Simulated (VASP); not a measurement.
# Mg in VASP: single point with RPBE

Aim: the single point of Mg with RPBE.

Program: VASP 6.6.1. These are calculated values, not measurements. Logs are shortened: lines on timing, memory, paths and dates and some standing lists are left out, and cuts for length are marked.

## (1) The cell of the first run

The cell holds a single atom in a box, 1 atom: a = 14.000 Å, b = 14.400 Å, c = 14.800 Å, α = 90.00°, β = 90.00°, γ = 90.00°.

## (2) Single point, RPBE, collinear spin, zero start

File INCAR:

```
SYSTEM = Mg
PREC = Accurate ; ENCUT = 520
EDIFF = 1E-7 ; ISMEAR = -1
SIGMA = 0.01 ; LREAL = .False.
LASPH = .True. ; NELM = 150
ALGO = Normal ; ISIF = 2
LWAVE = .False. ; LCHARG = .False.
ISPIN = 2 ; MAGMOM = 0.01
LORBIT = 11 ; GGA = RP
NBANDS = 11 ; ISYM = 0
```

File KPOINTS:

```
Automatic mesh
0
Gamma
  1 1 1
  0 0 0
```

File POSCAR:

```
Mg
1.0
   14.0000000000      0.0000000000      0.0000000000
    0.0000000000     14.4000000000      0.0000000000
    0.0000000000      0.0000000000     14.8000000000
Mg
1
Direct
    0.5000000000      0.5000000000      0.5000000000
```

Potentials or basis: VASP PAW PBE potentials, release 64 (Mg).

Run with:

```console
> cat potpaw_PBE.64/Mg/POTCAR > POTCAR
> mpirun -np 1 vasp_gam > vasp.out
```

OUTCAR:

```text
SYSTEM = Mg
   PREC = Accurate
   ENCUT = 520
   EDIFF = 1E-7
   ISMEAR = -1
   LREAL = .False.
   LASPH = .True.
   NELM = 150
   ISIF = 2
   ISPIN = 2
   LORBIT = 11
   GGA = RP
   ISYM = 0

 ion  position               nearest neighbor table
   1  0.500  0.500  0.500-

IMPORTANT INFORMATION: All symmetrisations will be switched off!
NOSYMM: (Re-)initialisation of all symmetry stuff for point group C_1.

----------------------------------------------------------------------------------------

                                     Primitive cell

  volume of cell :    2983.6800

  direct lattice vectors                    reciprocal lattice vectors
    14.000000000  0.000000000  0.000000000     0.071428571  0.000000000  0.000000000
     0.000000000 14.400000000  0.000000000     0.000000000  0.069444444  0.000000000
     0.000000000  0.000000000 14.800000000     0.000000000  0.000000000  0.067567568

  length of vectors
    14.000000000 14.400000000 14.800000000     0.071428571  0.069444444  0.067567568

  position of ions in fractional coordinates (direct lattice)
     0.500000000  0.500000000  0.500000000

  ion indices of the primitive-cell ions
   primitive index   ion index
                 1           1

----------------------------------------------------------------------------------------

 KPOINTS: Automatic mesh

Automatic generation of k-mesh.
 Grid dimensions read from file:
 generate k-points for:    1    1    1

 Generating k-lattice:

  Cartesian coordinates                     Fractional coordinates (reciprocal lattice)
     0.071428571  0.000000000  0.000000000     1.000000000  0.000000000  0.000000000
     0.000000000  0.069444444  0.000000000     0.000000000  1.000000000  0.000000000
     0.000000000  0.000000000  0.067567568     0.000000000  0.000000000  1.000000000

  Length of vectors
     0.071428571  0.069444444  0.067567568

  Shift w.r.t. Gamma in fractional coordinates (k-lattice)
     0.000000000  0.000000000  0.000000000

 Subroutine IBZKPT returns following result:
 ===========================================

 Found      1 irreducible k-points:

 Following reciprocal coordinates:
            Coordinates               Weight
  0.000000  0.000000  0.000000      1.000000
   k-points           NKPTS =      1   k-points in BZ     NKDIM =      1   number of bands    NBANDS=     11
   number of dos      NEDOS =    301   number of ions     NIONS =      1
   total plane-waves  NPLWV = ******
   dimension x,y,z NGX =   108 NGY =  108 NGZ =  112
   dimension x,y,z NGXF=   216 NGYF=  216 NGZF=  224
   ions per type =               1
   NGX,Y,Z   is equivalent  to a cutoff of  12.82, 12.47, 12.58 a.u.
   NGXF,Y,Z  is equivalent  to a cutoff of  25.65, 24.94, 25.16 a.u.
 SYSTEM =  Mg
   PREC   = accura    normal or accurate (medium, high low for compatibility)
   ISTART =      0    job   : 0-new  1-cont  2-samecut
   ICHARG =      2    charge: 1-file 2-atom 10-const
   ISPIN  =      2    spin polarized calculation?
   LNONCOLLINEAR =      F non collinear calculations
   LSORBIT =      F    spin-orbit coupling
   LASPH  =      T    aspherical Exc in radial PAW
   ENCUT  =  520.0 eV  38.22 Ry    6.18 a.u.  26.03 26.77 27.52*2*pi/ulx,y,z
   NELM   =    150;   NELMIN=  2; NELMDL= -5     # of ELM steps
   EDIFF  = 0.1E-06   stopping-criterion for ELM
   LREAL  =      F    real-space projection
   EDIFFG = 0.1E-05   stopping-criterion for IOM
   NSW    =      0    number of steps for IOM
   IBRION =     -1    ionic relax: 0-MD 1-quasi-New 2-CG
   NFREE  =      0    steps in history (QN), initial steepest desc. (CG)
   ISIF   =      2    stress and relaxation
   ISYM   =      0    0-nonsym 1-usesym 2-fastsym
   POTIM  = 0.5000    time-step for ionic-motion
   TEBEG  =    0.0;   TEEND  =   0.0 temperature during run
   PSTRESS=    0.0 pullay stress
   NELECT =       2.0000    total number of electrons
   NUPDOWN=      -1.0000    fix difference up-down
   EMIN   =  10.00;   EMAX   =-10.00  energy-range for DOS
   EFERMI =   0.00;   METHOD = LEGACY
   ISMEAR =    -1;   SIGMA  =   0.01  broadening in eV -4-tet -1-fermi 0-gaus
   EFERMI_NEDOS =   21; number of points for ismear=-14 and -15
   IALGO  =     38    algorithm
   IMIX   =      4    mixing-type and parameters
     AMIX     =   0.40;   BMIX     =  1.00
     AMIX_MAG =   1.60;   BMIX_MAG =  1.00
  volume/ion in A,a.u.               =    2983.68     20134.87
  Fermi-wavevector in a.u.,A,eV,Ry     =   0.143274  0.270749  0.279293  0.020527
  Thomas-Fermi vector in A             =   0.807119
   LORBIT       =     11    0 simple, 1 ext, 2 COOP (PROOUT), +10 PAW based schemes
   GGA     = RP    functional components
   LHFCALC =     F    Hartree Fock is set to
   AEXX    =    0.0000 exact exchange contribution
   IVDW    =     0    specifies the selected vdW correction
   LEPSILON=     F    determine dielectric tensor
   LRPA    =     F    only Hartree local field effects (RPA)
 spin polarized calculation
  energy-cutoff  :      520.00
  volume of cell :     2983.68
 maximum number of plane-waves:     40220
 NGX is ok and might be reduce to   108
   NGX = 53   NGY = 53   NGZ = 55

 number of electron       2.0000000 magnetization      -0.0001067

 number of electron       2.0000000 magnetization       0.0000189

 Free energy of the ion-electron system (eV)
  ---------------------------------------------------
  ext. energy  EPLUGINS =         0.00000000
  ---------------------------------------------------
  free energy    TOTEN  =        -0.00249675 eV

  energy without entropy =       -0.00249675  energy(sigma->0) =       -0.00249675

 E-fermi :  -4.3825     XC(G=0):  -0.4108

 val. band max:       -4.6258591430   @ k =   0.0000   0.0000   0.0000
 cond. band min:      -1.2975686322   @ k =   0.0000   0.0000   0.0000
 fundamental gap:      3.3282905109
 Fermi energy:        -4.3824620620

 spin component 1

 k-point     1 :       0.0000    0.0000    0.0000
  band No.  band energies     occupation
      1      -4.6259      1.00000
      2      -1.2976      0.00000
      3      -1.2967      0.00000
      4      -1.2956      0.00000
      5      -0.1929      0.00000
      6       0.4736      0.00000
      7       0.4888      0.00000
      8       0.6431      0.00000
      9       0.6604      0.00000
     10       0.6991      0.00000
     11       0.7411      0.00000
 Fermi energy:        -4.3824620620

 spin component 2

 k-point     1 :       0.0000    0.0000    0.0000
  band No.  band energies     occupation
      1      -4.6259      1.00000
      2      -1.2975      0.00000
      3      -1.2966      0.00000
      4      -1.2955      0.00000
      5      -0.1913      0.00000
      6       0.4734      0.00000
      7       0.4898      0.00000
      8       0.6515      0.00000
      9       0.6637      0.00000
     10       0.7018      0.00000
     11       0.7431      0.00000

------------------------ aborting loop because EDIFF is reached ----------------------------------------

  FORCE on cell =-STRESS in cart. coord.  units (eV):
  Direction    XX          YY          ZZ          XY          YZ          ZX
  --------------------------------------------------------------------------------------
  -------------------------------------------------------------------------------------
  Total       -0.0004448     -0.0002839     -0.0002065     -0.0000000      0.0000000      0.0000000
  in kB       -0.0002388     -0.0001524     -0.0001109     -0.0000000      0.0000000      0.0000000
  external PRESSURE =      -0.0001674 kB  Pullay stress =       0.0000000 kB

 VOLUME and BASIS-vectors are now :
 -----------------------------------------------------------------------------
  energy-cutoff  :      520.00
  volume of cell :     2983.68
      direct lattice vectors                 reciprocal lattice vectors
    14.000000000  0.000000000  0.000000000     0.071428571  0.000000000  0.000000000
     0.000000000 14.400000000  0.000000000     0.000000000  0.069444444  0.000000000
     0.000000000  0.000000000 14.800000000     0.000000000  0.000000000  0.067567568

 POSITION                                       TOTAL-FORCE (eV/Angst)
 -----------------------------------------------------------------------------------
      7.00000      7.20000      7.40000        -0.000000     -0.000000     -0.000000
 -----------------------------------------------------------------------------------
    total drift:                               -0.000000     -0.000000     -0.000000

  FREE ENERGIE OF THE ION-ELECTRON SYSTEM (eV)
  ---------------------------------------------------
  free  energy   TOTEN  =        -0.0024967467 eV

  energy  without entropy=       -0.0024967466  energy(sigma->0) =       -0.00249675

 total charge

# of ion       s       p       d       tot
------------------------------------------
    1        0.351   0.000   0.000   0.351

 magnetization (x)

# of ion       s       p       d       tot
------------------------------------------
    1       -0.000  -0.000  -0.000  -0.000
```

Run time: 10 min. Hardware: 1 thread of AMD EPYC 7R13, shared host; peak memory 2.6 GiB.

What came out:

```
Free energy                                           : -0.0025 eV
Pressure                                              : 0.0 GPa
Band gap on the k mesh                                : 3.33 eV
Net moment                                            : 0.00 μB per cell
Valence electrons inside the program's atomic spheres : Mg 0.35
```

Levels at points of the mesh, in eV from the valence-band top:
Spin up:
```tsv
k point	band 1	band 2	band 3	band 4	band 5	band 6
(0.00, 0.00, 0.00)	0.00	3.33	3.33	3.33	4.43	5.10
```
Spin down:
```
           k point  band 1  band 2  band 3  band 4  band 5
(0.00, 0.00, 0.00)    0.00    3.33    3.33    3.33    4.43
```

Caveat: the PAW data sets were made with another functional, which shifts forces and pressure a little.
